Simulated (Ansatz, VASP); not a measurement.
Two plane-wave programs on SnTe

Contents of INCAR:

```
PREC = Accurate
ENCUT = 520
EDIFF = 1E-7
ISMEAR = 0
SIGMA = 0.1
LREAL = False
LASPH = True
NELM = 60
ALGO = Normal
ISIF = 2
LWAVE = False
LCHARG = False
GGA = PE
NBANDS = 28
```

The input KPOINTS:

```
regular mesh
0
Gamma
  6 6 2
```

Contents of POSCAR:

```
SnTe
1.0
    4.4082640362      0.0000000000      0.0000000000
   -2.2041320181      3.8176686419      0.0000000000
    0.0000000000      0.0000000000      8.2306448852
Sn Te
2 2
Direct
    0.0000000000      0.0000000000      0.9784335296
    0.0000000000      0.0000000000      0.4784335296
    0.3333333333      0.6666666667      0.7715043235
    0.6666666667      0.3333333333      0.2715043235
```

Input for Ansatz:

```yaml
crystal:
  lattice:
    - [4.4082640362, 0.0, 0.0]
    - [-2.2041320181, 3.8176686419, 0.0]
    - [0.0, 0.0, 8.2306448852]
  atoms:
    - { symbol: Sn, position: [0.0, 0.0, 0.9784335296] }
    - { symbol: Sn, position: [0.0, 0.0, 0.4784335296] }
    - { symbol: Te, position: [0.3333333333, 0.6666666667, 0.7715043235] }
    - { symbol: Te, position: [0.6666666667, 0.3333333333, 0.2715043235] }
basis:
  ecutwfc: 420
kpoints:
  mp_grid: { grid: [6, 6, 2] }
hamiltonian:
  xc: pbe
scf:
  occupations: { method: gaussian, width: 0.1 }
  lower_state_search: "off"
output:
  forces: true
  stress: true
  eigenvalues: true
```

Change from the starting cell: the structure that the rattled cell fell into.

Alike in both runs: task single point; functional PBE; k mesh 6 × 6 × 2; occupations gaussian, width 0.1 eV; no spin polarisation.

|  | VASP | Ansatz |
| --- | --- | --- |
| version | VASP 6.6.1 | Ansatz 0.2.0 |
| potentials or method | VASP PAW PBE potentials, release 64 (Sn_d, Te), cutoff 520 eV | scalar-relativistic, plane waves, PAW |
| valence electrons in the cell | 40 | 60 |

Ansatz gave:

* gap on the k mesh at the Fermi level (eV): none
* pressure (GPa): 0.1
* traceless stress, the component that is largest in VASP (GPa): -0.25
* rms of the force components (eV/Å): 0.025

Q: Estimate VASP's values.

A: gap on the k mesh at the Fermi level (eV): none; pressure (GPa): 0.1; traceless stress, the component that is largest in VASP (GPa): -0.26; rms of the force components (eV/Å): 0.018.

Atom by atom the forces differ by 0.006 eV/Å (rms over components). A gap of «none» marks a metal or a gap that the smearing closes. VASP's potentials hold 40 valence electrons a cell and Ansatz's 60, so a difference there can come from the potentials and not from the codes.

The k mesh is coarse, so the values compare programs but aren't converged. Spin-orbit coupling is off throughout.
